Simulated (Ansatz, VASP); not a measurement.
# Two plane-wave programs on Pt

```
Pt
1.0
    -1.33550    1.54625    1.54625
     1.54625   -1.33550    1.54625
     1.54625    1.54625   -1.33550
Pt
1
Cartesian
  0.0000 0.0000 0.0000
```

Alike in both runs: task single point; functional PBEsol; k mesh 22 × 22 × 22; occupations gaussian, width 0.15 eV; no spin polarisation.

|  | VASP | Ansatz |
| --- | --- | --- |
| version | VASP 6.6.1 | Ansatz 0.2.0 |
| potentials or method | VASP PAW PBE potentials, release 64 (Pt), cutoff 520 eV | scalar-relativistic, plane waves, PAW |
| valence electrons in the cell | 10 | 18 |

|  | VASP | Ansatz | Ansatz less VASP |
| --- | --- | --- | --- |
| gap on the k mesh at the Fermi level (eV) | none | none | - |
| pressure (GPa) | 25.6 | 25.9 | +0.25 |
| traceless stress, the component that is largest in VASP (GPa) | -11.78 | -11.79 | -0.002 |

VASP's potentials were made for PBE, not for PBEsol, and Ansatz warns of the same on its side. A gap of «none» marks a metal or a gap that the smearing closes. VASP's potentials hold 10 valence electrons a cell and Ansatz's 18, so a difference there can come from the potentials and not from the codes.

Spin-orbit coupling is off throughout.
